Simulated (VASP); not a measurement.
**Sn: single point with PBE**

Sn:

```xyz
2
Lattice="0.0000 3.1897 3.1897 3.1897 0.0000 3.1897 3.1897 3.1897 0.0000" Properties=species:S:1:pos:R:3 pbc="T T T"
Sn   -0.7974   -0.7974   -0.7974
Sn    0.7974    0.7974    0.7974
```

This cell differs from its parent crystal: volume scaled by 0.88.

- Program: VASP 6.6.1
- Task: single point
- Functional: PBE
- Potentials or basis: VASP PAW PBE potentials, release 64 (Sn_d)
- Cutoff: 520 eV
- k mesh: 10 × 10 × 10
- Occupations: fermi-dirac, width 0.08 eV
- Spin: no spin polarisation

```yaml
Pressure: 6.1 GPa
Band_gap_on_the_k_mesh: zero (filled and empty bands touch)
```

Levels at points of the mesh, in eV from the Fermi level:
| k point | band 10 | band 11 | band 12 | band 13 | band 14 | band 15 | band 16 | band 17 | band 18 | band 19 |
| --- | --- | --- | --- | --- | --- | --- | --- | --- | --- | --- |
| (0.00, 0.00, 0.00) | -21.41 | -11.02 | -0.33 | 0.03 | 0.03 | 0.03 | 2.11 | 2.11 | 2.11 | 5.00 |
| (0.50, 0.00, 0.00) | -21.36 | -9.28 | -6.56 | -1.25 | -1.25 | 0.04 | 3.20 | 3.20 | 5.55 | 8.70 |
| (0.50, 0.50, 0.00) | -21.34 | -7.75 | -7.75 | -2.69 | -2.69 | 0.71 | 0.71 | 8.01 | 8.01 | 9.65 |

It took 98 s on 1 thread of AMD EPYC 7R13, on a shared host, peak memory 0.19 GiB.

Caveat: spin-orbit coupling is left out, which moves the levels of the heavy elements.
